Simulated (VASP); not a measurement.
Here is a VASP 6.6.1 calculation.

POSCAR

```
Zn
1.0
    2.5961271470      0.0000000000      0.0000000000
   -1.2980635735      2.2483120608      0.0000000000
    0.0000000000      0.0000000000      4.9795349187
Zn
2
Direct
    0.3333333333      0.6666666667      0.2500000000
    0.6666666667      0.3333333333      0.7500000000
```

The input INCAR.step1:

```
SYSTEM = Zn
ALGO = Normal
EDIFF = 1E-4
ENCUT = 520
GGA = PE
ISMEAR = 0
LASPH = .True.
LCHARG = .False.
LREAL = .False.
LWAVE = .True.
NBANDS = 19
NELM = 60
PREC = Accurate
SIGMA = 0.1
```

The input INCAR.step2:

```
SYSTEM = Zn
ALGO = Normal
EDIFF = 1E-7
ENCUT = 520
ISIF = 2
ISMEAR = 0
ISTART = 1
LASPH = .True.
LCHARG = .True.
LELF = .True.
LMIXTAU = .True.
LREAL = .False.
LVHAR = .True.
LWAVE = .False.
METAGGA = R2SCAN
NBANDS = 19
NELM = 60
PREC = Accurate
SIGMA = 0.1
```

Contents of KPOINTS:

```
k-points
0
Gamma
  18 18 10
  0 0 0
```

Potentials or basis: VASP PAW PBE potentials, release 64 (Zn).

Command:

```sh
$ cat potpaw_PBE.64/Zn/POTCAR > POTCAR
$ cp INCAR.step1 INCAR
$ mpirun -np 1 vasp_std > vasp.out
$ cp INCAR.step2 INCAR
$ mpirun -np 1 vasp_std > vasp.out
```

**Question.** What does it give for the pressure?

**Answer.** 0.5 GPa.

**Question.** What does it give for the band gap on the k mesh?

**Answer.** Zero (band 12 reaches 5.09 eV, above the bottom of band 13 at -0.18 eV).

Stress tensor (GPa, compression positive):
```
0.63 0.00 0.00
0.00 0.63 0.00
0.00 0.00 0.29
```

Caveat: the PAW data sets were made with another functional, which shifts forces and pressure a little.
